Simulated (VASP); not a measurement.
Set up this calculation in VASP 6.6.1, as the native input.

```
Task                   : relaxation of cell and atoms
Functional             : PBE
Potentials or basis    : VASP PAW PBE potentials, release 64 (Ge_d, Sb, Te)
Cutoff                 : 600 eV
k mesh                 : 9 × 9 × 2
Occupations            : gaussian, width 0.01 eV
Spin                   : no spin polarisation
Dipole correction      : no
Further INCAR settings : ALGO = Normal; EDIFF = 1e-07; IBRION = 2; EDIFFG = -0.005; NSW = 100; ISIF = 3
```

The structure of Ge2Sb2Te5 lies in POSCAR:

```
Ge2Sb2Te5
1.0
    4.2940644248      0.0000000000      0.0000000000
   -2.1470322124      3.7187688774      0.0000000000
    0.0000000000      0.0000000000     17.1013460000
Ge Sb Te
2 2 5
Direct
    0.3333333300      0.6666666700      0.8971050000
    0.6666666700      0.3333333300      0.1028950000
    0.0000000000      0.0000000000      0.6799320000
    0.0000000000      0.0000000000      0.3200680000
    0.0000000000      0.0000000000      0.0000000000
    0.6666666700      0.3333333300      0.7984580000
    0.3333333300      0.6666666700      0.2015420000
    0.3333333300      0.6666666700      0.5801080000
    0.6666666700      0.3333333300      0.4198920000
```

The input as run:

INCAR

```
SYSTEM = Ge2Sb2Te5
ALGO = Normal
EDIFF = 1E-7
EDIFFG = -0.005
ENCUT = 600
GGA = PE
IBRION = 2
ISIF = 3
ISMEAR = 0
LASPH = .TRUE.
LCHARG = .FALSE.
LREAL = .FALSE.
LWAVE = .FALSE.
NELM = 60
NSW = 100
PREC = Accurate
SIGMA = 0.01
```

KPOINTS

```
k-points
0
G
  9 9 2
  0 0 0
```

Potentials or basis: VASP PAW PBE potentials, release 64 (Ge_d, Sb, Te).

The run is started by

```console
$ cat potpaw_PBE.64/Ge_d/POTCAR potpaw_PBE.64/Sb/POTCAR potpaw_PBE.64/Te/POTCAR > POTCAR
$ mpirun -np 1 vasp_std > vasp.out
```

It gave:

```
Relaxed volume                        : 31.20 Å³/atom
Relaxed cell                          : a = 4.293 Å, b = 4.293 Å, c = 17.596 Å, α = 90.00°, β = 90.00°, γ = 120.00°
Space group after relaxing (to 0.1 Å) : P-3m1 (No. 164)
Energy gained by relaxing             : 3.5 meV/atom
Ionic steps                           : 35
Pressure after relaxing               : 0.0 GPa
Largest force after relaxing          : 0.004 eV/Å
Band gap on the k mesh                : 0.55 eV
```

Caveat: spin-orbit coupling is left out, which moves the levels of the heavy elements; this functional lacks dispersion, which binds layers or chains, so the pressure and a relaxed spacing across them are unreliable.

Wall time 72 min on 1 thread of Intel(R) Xeon(R) 6975P-C (Granite Rapids), on a shared host, peak memory 0.73 GiB.
